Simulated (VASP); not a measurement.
# CoSbH4 (Cmmm) in VASP: a series of runs, part 2 of 3

VASP 6.6.1. Earlier steps stand in the parts before.

### Step 3. Single point, PBE, collinear spin, ferromagnetic start

This run uses another cell than the first one, of 12.22 Å³/atom.

INCAR

```
SYSTEM = CoSbH4
PREC = Accurate
ENCUT = 520
EDIFF = 1E-6
ISMEAR = 0
SIGMA = 0.2
LREAL = .FALSE.
LASPH = .TRUE.
NELM = 150
ALGO = Normal
ISIF = 2
LWAVE = .FALSE.
LCHARG = .FALSE.
ISPIN = 2
MAGMOM = 3 0 0 0 0 0
LORBIT = 11
LMAXMIX = 4
GGA = PE
NBANDS = 22
```

KPOINTS

```
Automatic mesh
0
G
  5 5 3
  0 0 0
```

POSCAR

```
CoSbH4
1.0
    2.6349790303     -2.6717848057      0.0000000000
    2.6349790303      2.6717848057      0.0000000000
    0.0000000000      0.0000000000      5.2059081122
Co Sb H
1 1 4
Direct
    0.5000000000      0.5000000000      0.5000000000
    0.0000000000      0.0000000000      0.5000000000
    0.5836154617      0.5836154617      0.7955823369
    0.4163845383      0.4163845383      0.7955823369
    0.4163845383      0.4163845383      0.2044176631
    0.5836154617      0.5836154617      0.2044176631
```

Potentials or basis: VASP PAW PBE potentials, release 64 (Co, Sb, H).

Launch:

```sh
cat potpaw_PBE.64/Co/POTCAR potpaw_PBE.64/Sb/POTCAR potpaw_PBE.64/H/POTCAR > POTCAR
mpirun -np 1 vasp_std > vasp.out
```

OUTCAR:

```text
SYSTEM = CoSbH4
   PREC = Accurate
   ENCUT = 520
   EDIFF = 1E-6
   ISMEAR = 0
   LREAL = .FALSE.
   LASPH = .TRUE.
   NELM = 150
   ISIF = 2
   ISPIN = 2
   LORBIT = 11
   GGA = PE

 ion  position               nearest neighbor table
   1  0.500  0.500  0.500-   3 1.60   4 1.60   5 1.60   6 1.60   2 2.63   2 2.63   2 2.67   2 2.67

   2  0.000  0.000  0.500-   1 2.63   1 2.63   1 2.67   1 2.67
   3  0.584  0.584  0.796-   4 0.88   1 1.60
   4  0.416  0.416  0.796-   3 0.88   1 1.60
   5  0.416  0.416  0.204-   6 0.88   1 1.60
   6  0.584  0.584  0.204-   5 0.88   1 1.60

  LATTYP: Found a base centered orthorhombic cell.
 ALAT       =     5.2699580606
 B/A-ratio  =     1.0139681474
 C/A-ratio  =     0.9878462129

  Lattice vectors:

 A1 = (   2.6349790303,  -2.6717848057,   0.0000000000)
 A2 = (   2.6349790303,   2.6717848057,   0.0000000000)
 A3 = (   0.0000000000,   0.0000000000,   5.2059081122)

Analysis of symmetry for initial positions (statically):
=====================================================================
 Subroutine PRICEL returns:
 Original cell was already a primitive cell.

 Routine SETGRP: Setting up the symmetry group for a
 base centered orthorhombic supercell.

 Subroutine GETGRP returns: Found  8 space group operations
 (whereof  8 operations were pure point group operations)
 out of a pool of  8 trial point group operations.

The static configuration has the point symmetry D_2h.

Analysis of symmetry for dynamics (positions and initial velocities):
=====================================================================
 Subroutine PRICEL returns:
 Original cell was already a primitive cell.

 Routine SETGRP: Setting up the symmetry group for a
 base centered orthorhombic supercell.

 Subroutine GETGRP returns: Found  8 space group operations
 (whereof  8 operations were pure point group operations)
 out of a pool of  8 trial point group operations.

The dynamic configuration has the point symmetry D_2h.

Analysis of structural, dynamic, and magnetic symmetry:
=====================================================================
 Subroutine PRICEL returns:
 Original cell was already a primitive cell.

 Routine SETGRP: Setting up the symmetry group for a
 base centered orthorhombic supercell.

 Subroutine GETGRP returns: Found  8 space group operations
 (whereof  8 operations were pure point group operations)
 out of a pool of  8 trial point group operations.

The overall configuration has the point symmetry D_2h.

 Subroutine INISYM returns: Found  8 space group operations
 (whereof  8 operations are pure point group operations),
 and found     1 'primitive' translations

----------------------------------------------------------------------------------------

                                     Primitive cell

  volume of cell :      73.3002

  direct lattice vectors                    reciprocal lattice vectors
     2.634979030 -2.671784806  0.000000000     0.189754831 -0.187140820  0.000000000
     2.634979030  2.671784806  0.000000000     0.189754831  0.187140820  0.000000000
[... 88 lines left out ...]
   EDIFFG = 0.1E-04   stopping-criterion for IOM
   NSW    =      0    number of steps for IOM
   IBRION =     -1    ionic relax: 0-MD 1-quasi-New 2-CG
   NFREE  =      0    steps in history (QN), initial steepest desc. (CG)
   ISIF   =      2    stress and relaxation
   ISYM   =      2    0-nonsym 1-usesym 2-fastsym
   POTIM  = 0.5000    time-step for ionic-motion
   TEBEG  =    0.0;   TEEND  =   0.0 temperature during run
   PSTRESS=    0.0 pullay stress
   NELECT =      18.0000    total number of electrons
   NUPDOWN=      -1.0000    fix difference up-down
   EMIN   =  10.00;   EMAX   =-10.00  energy-range for DOS
   EFERMI =   0.00;   METHOD = LEGACY
   ISMEAR =     0;   SIGMA  =   0.20  broadening in eV -4-tet -1-fermi 0-gaus
   EFERMI_NEDOS =   21; number of points for ismear=-14 and -15
   IALGO  =     38    algorithm
   IMIX   =      4    mixing-type and parameters
     AMIX     =   0.40;   BMIX     =  1.00
     AMIX_MAG =   1.60;   BMIX_MAG =  1.00
  volume/ion in A,a.u.               =      12.22        82.44
  Fermi-wavevector in a.u.,A,eV,Ry     =   1.025173  1.937297 14.299455  1.050980
  Thomas-Fermi vector in A             =   2.158999
   LORBIT       =     11    0 simple, 1 ext, 2 COOP (PROOUT), +10 PAW based schemes
   GGA     = PE    functional components
   LHFCALC =     F    Hartree Fock is set to
   AEXX    =    0.0000 exact exchange contribution
   IVDW    =     0    specifies the selected vdW correction
   LEPSILON=     F    determine dielectric tensor
   LRPA    =     F    only Hartree local field effects (RPA)
 spin polarized calculation
 Gauss-broadening in eV      SIGMA  =   0.20
  energy-cutoff  :      520.00
  volume of cell :       73.30
 maximum number of plane-waves:      1994
   NGX = 13   NGY = 13   NGZ = 19

 number of electron      18.0000000 magnetization       1.2065737

 Free energy of the ion-electron system (eV)
  ---------------------------------------------------
  ext. energy  EPLUGINS =         0.00000000
  ---------------------------------------------------
  free energy    TOTEN  =       -22.99285368 eV

  energy without entropy =      -22.94266677  energy(sigma->0) =      -22.96776022

 E-fermi :   3.9758     XC(G=0):  -8.6945

 val. band max:        3.9394103521   @ k =   0.0000   0.0000   0.3333
 cond. band min:       3.9758465703   @ k =   0.0000   0.0000   0.3333
 fundamental gap:      0.0364362182
 Fermi energy:         3.9757595395

 spin component 1

 k-point     1 :       0.0000    0.0000    0.0000
  band No.  band energies     occupation
      1      -7.9704      1.00000
      2      -4.5118      1.00000
      3      -4.0772      1.00000
      4       1.1998      1.00000
      5       1.8711      1.00000
      6       1.9842      1.00000
[... 421 lines left out ...]
     20      16.6877      0.00000
     21      17.4859      0.00000
 Fermi energy:         3.9757595395

 spin component 2

 k-point     1 :       0.0000    0.0000    0.0000
  band No.  band energies     occupation
      1      -7.7860      1.00000
      2      -4.3016      1.00000
      3      -3.9807      1.00000
      4       1.7375      1.00000
      5       2.1653      1.00000
      6       2.5211      1.00000
[... 421 lines left out ...]
     20      17.0433      0.00000
     21      17.6191      0.00000
 [bands above 21 left out]

------------------------ aborting loop because EDIFF is reached ----------------------------------------

  FORCE on cell =-STRESS in cart. coord.  units (eV):
  Direction    XX          YY          ZZ          XY          YZ          ZX
  --------------------------------------------------------------------------------------
  -------------------------------------------------------------------------------------
  Total       -0.1590654     -0.1112393      0.6239098      0.0000000      0.0000000      0.0000000
  in kB       -3.4768120     -2.4314397     13.6372648      0.0000000      0.0000000      0.0000000
  external PRESSURE =       2.5763377 kB  Pullay stress =       0.0000000 kB

 VOLUME and BASIS-vectors are now :
 -----------------------------------------------------------------------------
  energy-cutoff  :      520.00
  volume of cell :       73.30
      direct lattice vectors                 reciprocal lattice vectors
     2.634979030 -2.671784806  0.000000000     0.189754831 -0.187140820  0.000000000
     2.634979030  2.671784806  0.000000000     0.189754831  0.187140820  0.000000000
     0.000000000  0.000000000  5.205908112     0.000000000  0.000000000  0.192089445

 POSITION                                       TOTAL-FORCE (eV/Angst)
 -----------------------------------------------------------------------------------
      2.63498      0.00000      2.60295         0.000000      0.000000      0.000000
      0.00000      0.00000      2.60295         0.000000     -0.000000      0.000000
      3.07563      0.00000      4.14173        -0.039703     -0.000000     -0.038505
      2.19433      0.00000      4.14173         0.039703     -0.000000     -0.038505
      2.19433      0.00000      1.06418         0.039703     -0.000000      0.038505
      3.07563      0.00000      1.06418        -0.039703     -0.000000      0.038505
 -----------------------------------------------------------------------------------
    total drift:                                0.000000      0.000000      0.000000

  FREE ENERGIE OF THE ION-ELECTRON SYSTEM (eV)
  ---------------------------------------------------
  free  energy   TOTEN  =       -22.9928536785 eV

  energy  without entropy=      -22.9426667670  energy(sigma->0) =      -22.96776022

 total charge

# of ion       s       p       d       tot
------------------------------------------
    1        0.422   0.531   7.559   8.512
    2        1.163   1.191   0.041   2.395
    3        0.552   0.034   0.000   0.586
    4        0.552   0.034   0.000   0.586
    5        0.552   0.034   0.000   0.586
    6        0.552   0.034   0.000   0.586
--------------------------------------------------
tot          3.793   1.857   7.601  13.250

 magnetization (x)

# of ion       s       p       d       tot
------------------------------------------
    1       -0.000   0.008   0.569   0.577
    2        0.018   0.217   0.001   0.236
    3        0.004   0.001   0.000   0.004
    4        0.004   0.001   0.000   0.004
    5        0.004   0.001   0.000   0.004
    6        0.004   0.001   0.000   0.004
--------------------------------------------------
tot          0.032   0.228   0.571   0.831
```

Run time: 92 s. Hardware: 1 thread of Intel Xeon 8259CL, shared host; peak memory 0.23 GiB.

What came out:

```
Free energy                                           : -22.9929 eV
Pressure                                              : 0.3 GPa
Largest force                                         : 0.055 eV/Å
Net moment                                            : 1.21 μB per cell
Site moments                                          : Co +0.58; Sb +0.24; H +0.00 μB
Valence electrons inside the program's atomic spheres : Co 8.51; Sb 2.40; H 0.59
```

Forces on the atoms (eV/Å):
```
Co   0.000  0.000  0.000
Sb   0.000  0.000  0.000
H   -0.040  0.000 -0.039
H    0.040  0.000 -0.039
H    0.040  0.000  0.039
H   -0.040  0.000  0.039
```

Caveat: the k points lie up to 0.40 Å⁻¹ apart; spin-orbit coupling is left out, which moves the levels of the heavy elements; a cell with one magnetic atom can't hold antiferromagnetic order, which such compounds often take.

(Part 2 of 3 ends here.)
